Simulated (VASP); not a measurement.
# LiH in VASP: a series of runs

Aim: see how the results for LiH move with the level of theory and the settings. Levels: PBEsol, PBEsol+D3(BJ). Tasks: single point, relaxation of cell and atoms.

All numbers are computed with VASP 6.6.1; they aren't measurements. Logs are shortened: lines on timing, memory, paths and dates and some standing lists are left out, and cuts for length are marked.

## (1) The cell of the first run

The structure is orthorhombic, space group Immm (No. 71). Conventional cell: a = 2.866 Å, b = 2.895 Å, c = 4.074 Å, α = 90.00°, β = 90.00°, γ = 90.00°. Li (site symmetry mmm) has 6 H at 2.04 Å within 2.7 Å. H (site symmetry mmm) has 6 Li at 2.04 Å within 2.7 Å.

## (2) Single point, PBEsol

The input, INCAR:

```
PREC = Accurate ; ENCUT = 520
EDIFF = 1E-6 ; ISMEAR = -1
SIGMA = 0.05 ; LREAL = F
LASPH = T ; NELM = 100
ALGO = Normal ; ISIF = 2
LWAVE = F ; LCHARG = T
GGA = PS ; LELF = T
LVHAR = T ; NBANDS = 9
```

The input, KPOINTS:

```
Automatic mesh
0
Gamma
  9 9 9
```

The input, POSCAR:

```
LiH
1.0
    0.0101837500      2.0367500000      2.0367500000
    2.0367500000      0.0101837500      2.0367500000
    2.0469337500      2.0469337500      0.0000000000
Li H
1 1
Direct
    0.0000000000      0.0000000000      0.0000000000
    0.5000000000      0.5000000000      0.5000000000
```

Potentials or basis: VASP PAW PBE potentials, release 64 (Li_sv, H).

Command:

```sh
$ cat potpaw_PBE.64/Li_sv/POTCAR potpaw_PBE.64/H/POTCAR > POTCAR
$ mpirun -np 1 vasp_std > vasp.out
```

OUTCAR:

```text
PREC = Accurate
   ENCUT = 520
   EDIFF = 1E-6
   ISMEAR = -1
   LREAL = F
   LASPH = T
   NELM = 100
   ISIF = 2
   GGA = PS

 ion  position               nearest neighbor table
   1  0.000  0.000  0.000-
   2  0.500  0.500  0.500-

  LATTYP: Found a body centered orthorhombic cell.
 ALAT       =     2.8659974758
 B/A-ratio  =     1.0100502513
 C/A-ratio  =     1.4213201632

  Lattice vectors:

 A1 = (   2.0367500000,   0.0101837500,  -2.0367500000)
 A2 = (  -2.0367500000,  -0.0101837500,  -2.0367500000)
 A3 = (   0.0101837500,   2.0367500000,   2.0367500000)

Analysis of symmetry for initial positions (statically):
=====================================================================
 Subroutine PRICEL returns:
 Original cell was already a primitive cell.

 Routine SETGRP: Setting up the symmetry group for a
 body centered orthorhombic supercell.

 Subroutine GETGRP returns: Found  8 space group operations
 (whereof  8 operations were pure point group operations)
 out of a pool of  8 trial point group operations.

The static configuration has the point symmetry D_2h.

Analysis of symmetry for dynamics (positions and initial velocities):
=====================================================================
 Subroutine PRICEL returns:
 Original cell was already a primitive cell.

 Routine SETGRP: Setting up the symmetry group for a
 body centered orthorhombic supercell.

 Subroutine GETGRP returns: Found  8 space group operations
 (whereof  8 operations were pure point group operations)
 out of a pool of  8 trial point group operations.

The dynamic configuration has the point symmetry D_2h.

 Subroutine INISYM returns: Found  8 space group operations
 (whereof  8 operations are pure point group operations),
 and found     1 'primitive' translations

----------------------------------------------------------------------------------------

                                     Primitive cell

  volume of cell :      16.8979

  direct lattice vectors                    reciprocal lattice vectors
     0.010183750  2.036750000  2.036750000    -0.246722751  0.246722751  0.245489137
     2.036750000  0.010183750  2.036750000     0.246722751 -0.246722751  0.245489137
     2.046933750  2.046933750  0.000000000     0.244267798  0.244267798 -0.245489137

  length of vectors
     2.880417476  2.880417476  2.894801471     0.426625302  0.426625302  0.423790551

  position of ions in fractional coordinates (direct lattice)
     0.000000000  0.000000000  0.000000000
     0.500000000  0.500000000  0.500000000

  ion indices of the primitive-cell ions
   primitive index   ion index
                 1           1
                 2           2

----------------------------------------------------------------------------------------

 KPOINTS: Automatic mesh

Automatic generation of k-mesh.
 Grid dimensions read from file:
 generate k-points for:    9    9    9

 Generating k-lattice:

  Cartesian coordinates                     Fractional coordinates (reciprocal lattice)
    -0.027413639  0.027413639  0.027276571     0.111111111  0.000000000  0.000000000
     0.027413639 -0.027413639  0.027276571     0.000000000  0.111111111  0.000000000
     0.027140866  0.027140866 -0.027276571     0.000000000  0.000000000  0.111111111

  Length of vectors
     0.047402811  0.047402811  0.047087839

  Shift w.r.t. Gamma in fractional coordinates (k-lattice)
     0.000000000  0.000000000  0.000000000

 Subroutine IBZKPT returns following result:
 ===========================================

 Found    125 irreducible k-points:

 Following reciprocal coordinates:
            Coordinates               Weight
  0.000000  0.000000  0.000000      1.000000
  0.111111  0.000000  0.000000      4.000000
  0.222222  0.000000  0.000000      4.000000
  0.333333  0.000000  0.000000      4.000000
  0.444444  0.000000  0.000000      4.000000
  0.111111  0.111111  0.000000      2.000000
[... 16 lines left out ...]
 -0.333333  0.333333  0.000000      2.000000
  0.444444  0.444444  0.000000      2.000000
 [... further k-points ...]
   k-points           NKPTS =    125   k-points in BZ     NKDIM =    125   number of bands    NBANDS=      9
   number of dos      NEDOS =    301   number of ions     NIONS =      2
   total plane-waves  NPLWV =  13824
   dimension x,y,z NGX =    24 NGY =   24 NGZ =   24
   dimension x,y,z NGXF=    48 NGYF=   48 NGZF=   48
   ions per type =               1   1
   NGX,Y,Z   is equivalent  to a cutoff of  13.85, 13.85, 13.78 a.u.
   NGXF,Y,Z  is equivalent  to a cutoff of  27.70, 27.70, 27.57 a.u.
 SYSTEM =  unknown system
   PREC   = accura    normal or accurate (medium, high low for compatibility)
   ISTART =      0    job   : 0-new  1-cont  2-samecut
   ICHARG =      2    charge: 1-file 2-atom 10-const
   ISPIN  =      1    spin polarized calculation?
   LNONCOLLINEAR =      F non collinear calculations
   LSORBIT =      F    spin-orbit coupling
   LASPH  =      T    aspherical Exc in radial PAW
   ENCUT  =  520.0 eV  38.22 Ry    6.18 a.u.   5.36  5.36  5.38*2*pi/ulx,y,z
   NELM   =    100;   NELMIN=  2; NELMDL= -5     # of ELM steps
   EDIFF  = 0.1E-05   stopping-criterion for ELM
   LREAL  =      F    real-space projection
   EDIFFG = 0.1E-04   stopping-criterion for IOM
   NSW    =      0    number of steps for IOM
   IBRION =     -1    ionic relax: 0-MD 1-quasi-New 2-CG
   NFREE  =      0    steps in history (QN), initial steepest desc. (CG)
   ISIF   =      2    stress and relaxation
   ISYM   =      2    0-nonsym 1-usesym 2-fastsym
   POTIM  = 0.5000    time-step for ionic-motion
   TEBEG  =    0.0;   TEEND  =   0.0 temperature during run
   PSTRESS=    0.0 pullay stress
   NELECT =       4.0000    total number of electrons
   NUPDOWN=      -1.0000    fix difference up-down
   EMIN   =  10.00;   EMAX   =-10.00  energy-range for DOS
   EFERMI =   0.00;   METHOD = LEGACY
   ISMEAR =    -1;   SIGMA  =   0.05  broadening in eV -4-tet -1-fermi 0-gaus
   EFERMI_NEDOS =   21; number of points for ismear=-14 and -15
   IALGO  =     38    algorithm
   IMIX   =      4    mixing-type and parameters
     AMIX     =   0.40;   BMIX     =  1.00
     AMIX_MAG =   1.60;   BMIX_MAG =  1.00
  volume/ion in A,a.u.               =       8.45        57.02
  Fermi-wavevector in a.u.,A,eV,Ry     =   1.012708  1.913740 13.953817  1.025577
  Thomas-Fermi vector in A             =   2.145833
   LORBIT       =      0    0 simple, 1 ext, 2 COOP (PROOUT), +10 PAW based schemes
   GGA     = PS    functional components
   LHFCALC =     F    Hartree Fock is set to
   AEXX    =    0.0000 exact exchange contribution
   IVDW    =     0    specifies the selected vdW correction
   LEPSILON=     F    determine dielectric tensor
   LRPA    =     F    only Hartree local field effects (RPA)
 non-spin polarized calculation
  energy-cutoff  :      520.00
  volume of cell :       16.90
 maximum number of plane-waves:       469
 NGX is ok and might be reduce to    24
   NGX = 11   NGY = 11   NGZ = 11

 number of electron       3.9999999 magnetization

 Free energy of the ion-electron system (eV)
  ---------------------------------------------------
  ext. energy  EPLUGINS =         0.00000000
  ---------------------------------------------------
  free energy    TOTEN  =        -6.11237089 eV

  energy without entropy =       -6.11237089  energy(sigma->0) =       -6.11237089

 E-fermi :   1.0922     XC(G=0):  -8.4568

 val. band max:       -0.1218646425   @ k =  -0.4444   0.4444   0.0000
 cond. band min:       2.9378085561   @ k =  -0.4444  -0.4444   0.1111
 fundamental gap:      3.0596731986
 Fermi energy:         1.0922165628

 k-point     1 :       0.0000    0.0000    0.0000
  band No.  band energies     occupation
      1     -43.8117      2.00000
      2      -5.4241      2.00000
      3      15.4173      0.00000
      4      17.0531      0.00000
      5      17.1877      0.00000
      6      17.3330      0.00000
      7      21.5324      0.00000
      8      21.7093      0.00000
      9      21.8813      0.00000

 k-point     2 :       0.1111    0.0000    0.0000
  band No.  band energies     occupation
      1     -43.8069      2.00000
      2      -5.2071      2.00000
      3      13.7647      0.00000
      4      16.0722      0.00000
      5      16.5993      0.00000
      6      16.7703      0.00000
      7      21.1616      0.00000
      8      22.5169      0.00000
      9      22.7468      0.00000

 k-point     3 :       0.2222    0.0000    0.0000
  band No.  band energies     occupation
      1     -43.7944      2.00000
      2      -4.5754      2.00000
      3      10.1976      0.00000
      4      14.6899      0.00000
      5      15.9487      0.00000
      6      16.0971      0.00000
      7      21.8296      0.00000
      8      21.8887      0.00000
      9      22.2046      0.00000

 k-point     4 :       0.3333    0.0000    0.0000
  band No.  band energies     occupation
      1     -43.7802      2.00000
      2      -3.6302      2.00000
      3       6.9476      0.00000
      4      13.6549      0.00000
      5      15.6462      0.00000
      6      15.7627      0.00000
      7      19.7140      0.00000
      8      19.7984      0.00000
      9      23.9899      0.00000

 k-point     5 :       0.4444    0.0000    0.0000
  band No.  band energies     occupation
      1     -43.7709      2.00000
      2      -2.7494      2.00000
      3       4.8669      0.00000
      4      13.0997      0.00000
      5      15.6832      0.00000
      6      15.7669      0.00000
      7      18.4171      0.00000
      8      18.5334      0.00000
      9      25.8096      0.00000

 k-point     6 :       0.1111    0.1111    0.0000
  band No.  band energies     occupation
      1     -43.8053      2.00000
      2      -5.1337      2.00000
      3      13.9713      0.00000
      4      15.1913      0.00000
      5      15.4945      0.00000
      6      17.9659      0.00000
      7      18.7851      0.00000
      8      23.9907      0.00000
      9      24.1331      0.00000
[... 169 lines left out ...]
 k-point    21 :       0.4444    0.3333    0.0000
  band No.  band energies     occupation
      1     -43.7634      2.00000
      2      -1.6545      2.00000
      3       5.1470      0.00000
      4       9.4887      0.00000
      5      10.8192      0.00000
      6      15.2961      0.00000
      7      16.9356      0.00000
      8      29.5032      0.00000
      9      29.8595      0.00000

 k-point    22 :      -0.4444    0.3333    0.0000
  band No.  band energies     occupation
      1     -43.7590      2.00000
      2      -0.7723      2.00000
      3       4.0582      0.00000
      4       7.6283      0.00000
      5      11.1546      0.00000
      6      15.4318      0.00000
      7      19.6940      0.00000
      8      27.6385      0.00000
      9      30.1505      0.00000

 k-point    23 :      -0.3333    0.3333    0.0000
  band No.  band energies     occupation
      1     -43.7601      2.00000
      2      -1.0876      2.00000
      3       4.7142      0.00000
      4       6.8630      0.00000
      5      12.1354      0.00000
      6      15.1752      0.00000
      7      23.3031      0.00000
      8      25.5473      0.00000
      9      27.8343      0.00000

 k-point    24 :       0.4444    0.4444    0.0000
  band No.  band energies     occupation
      1     -43.7592      2.00000
      2      -0.6722      2.00000
      3       3.5162      0.00000
      4      10.2790      0.00000
      5      10.5985      0.00000
      6      13.4407      0.00000
      7      16.4515      0.00000
      8      32.9664      0.00000
      9      33.0272      0.00000

 [... further k-points ...]

------------------------ aborting loop because EDIFF is reached ----------------------------------------

  FORCE on cell =-STRESS in cart. coord.  units (eV):
  Direction    XX          YY          ZZ          XY          YZ          ZX
  --------------------------------------------------------------------------------------
  -------------------------------------------------------------------------------------
  Total       -0.2590756     -0.2590756     -0.2597545     -0.0471859      0.0000000      0.0000000
  in kB      -24.5643190    -24.5643190    -24.6286930     -4.4739427      0.0000000      0.0000000
  external PRESSURE =     -24.5857770 kB  Pullay stress =       0.0000000 kB

 VOLUME and BASIS-vectors are now :
 -----------------------------------------------------------------------------
  energy-cutoff  :      520.00
  volume of cell :       16.90
      direct lattice vectors                 reciprocal lattice vectors
     0.010183750  2.036750000  2.036750000    -0.246722751  0.246722751  0.245489137
     2.036750000  0.010183750  2.036750000     0.246722751 -0.246722751  0.245489137
     2.046933750  2.046933750  0.000000000     0.244267798  0.244267798 -0.245489137

 POSITION                                       TOTAL-FORCE (eV/Angst)
 -----------------------------------------------------------------------------------
      0.00000      0.00000      0.00000         0.000000      0.000000      0.000000
      2.04693      2.04693      2.03675        -0.000000     -0.000000      0.000000
 -----------------------------------------------------------------------------------
    total drift:                                0.000000     -0.000000     -0.000000

  FREE ENERGIE OF THE ION-ELECTRON SYSTEM (eV)
  ---------------------------------------------------
  free  energy   TOTEN  =        -6.1123708927 eV

  energy  without entropy=       -6.1123708927  energy(sigma->0) =       -6.11237089
```

Run time: 23 s. Hardware: 1 thread of Intel Xeon 8259CL, shared host; peak memory 0.14 GiB.

Results:

* Free energy: -6.1124 eV
* Band gap on the k mesh: 3.06 eV, indirect (the least direct gap lies 4.4 meV higher)

Levels at points of the mesh, in eV from the valence-band top:
```
           k point  band 1  band 2  band 3  band 4  band 5  band 6  band 7
(0.00, 0.00, 0.00)  -43.69   -5.30   15.54   17.18   17.31   17.45   21.65
```

Caveat: the cutoff is under 1.25 times the usual one of these potentials, so pressure, stress and relaxed cells hold a basis-set (Pulay) error; the PAW data sets were made with another functional, which shifts forces and pressure a little.

## (3) Single point, PBEsol

The input, INCAR:

```
ALGO     = Normal         # electronic algorithm
EDIFF    = 1E-6           # SCF threshold, eV
ENCUT    = 520            # plane-wave cutoff, eV
GGA      = PS             # functional
ISIF     = 2              # what is computed and relaxed
ISMEAR   = -1             # smearing method
LASPH    = True           # aspherical terms in the spheres
LCHARG   = False          # write CHGCAR
LREAL    = False          # projectors in reciprocal space
LWAVE    = False          # write WAVECAR
NBANDS   = 9              # bands
NELM     = 60             # most SCF steps
PREC     = Accurate       # precision mode
SIGMA    = 0.05           # smearing width, eV
```

The input, KPOINTS:

```
k-points
0
Gamma
  9 9 9
```

The input, POSCAR:

```
LiH
1.0
    0.0203675000      2.0367500000      2.0367500000
    2.0367500000      0.0203675000      2.0367500000
    2.0571175000      2.0571175000      0.0000000000
Li H
1 1
Direct
    0.0000000000      0.0000000000      0.0000000000
    0.5000000000      0.5000000000      0.5000000000
```

Potentials or basis: VASP PAW PBE potentials, release 64 (Li_sv, H).

Command:

```sh
$ cat potpaw_PBE.64/Li_sv/POTCAR potpaw_PBE.64/H/POTCAR > POTCAR
$ mpirun -np 1 vasp_std > vasp.out
```

Wall time 21 s (1 thread of Intel Xeon 8259CL, shared host); peak memory 0.14 GiB.

The run converged. Its results:

| Item | Value |
| --- | --- |
| Free energy | -6.1117 eV |
| Band gap on the k mesh | 3.05 eV, indirect (least direct gap 3.06 eV) |

Levels at points of the mesh, in eV from the valence-band top:
```
           k point  band 1  band 2  band 3  band 4  band 5  band 6
(0.00, 0.00, 0.00)  -43.70   -5.31   15.53   17.03   17.29   17.59
```

Caveat: the cutoff is under 1.25 times the usual one of these potentials, so pressure, stress and relaxed cells hold a basis-set (Pulay) error; the PAW data sets were made with another functional, which shifts forces and pressure a little.

(Part 1 of 2 ends here.)
